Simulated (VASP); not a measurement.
Set up this calculation in VASP 6.6.1, as the native input.

```yaml
Task: single point
Functional: LDA
Potentials_or_basis: VASP PAW LDA potentials, release 64 (Ga_d, N)
Cutoff: 520 eV
k_mesh: 17 × 17 × 17
Occupations: fermi-dirac, width 0.05 eV
Spin: no spin polarisation
Dipole_correction: no
Further_INCAR_settings: ALGO = Normal; EDIFF = 1e-06; NBANDS = 16
```

The structure of GaN (zincblende type) lies in POSCAR:

```
GaN
1.0
    0.0000000000      2.1346484429      2.1346484429
    2.1346484429      0.0000000000      2.1346484429
    2.1346484429      2.1346484429      0.0000000000
Ga N
1 1
Direct
    0.0000000000      0.0000000000      0.0000000000
    0.2500000000      0.2500000000      0.2500000000
```

This cell differs from its parent crystal: volume scaled by 0.88.

These files were run (other wordings do the same):

INCAR

```
SYSTEM = GaN
ALGO = Normal
EDIFF = 1E-6
ENCUT = 520
GGA = CA
ISIF = 2
ISMEAR = -1
LASPH = .True.
LCHARG = .False.
LREAL = .False.
LWAVE = .False.
NBANDS = 16
NELM = 80
PREC = Accurate
SIGMA = 0.05
```

KPOINTS

```
k-points
0
Gamma
  17 17 17
  0 0 0
```

Potentials or basis: VASP PAW LDA potentials, release 64 (Ga_d, N).

The run is started by

```console
$ cat potpaw_LDA.64/Ga_d/POTCAR potpaw_LDA.64/N/POTCAR > POTCAR
$ mpirun -np 1 vasp_std > vasp.out
```

Results of the run:

- Pressure: 35.8 GPa
- Band gap on the k mesh: 2.80 eV, direct

Run time: 33 s on 1 thread of Intel(R) Xeon(R) Platinum 8488C (Sapphire Rapids), on a shared host, peak memory 0.16 GiB.
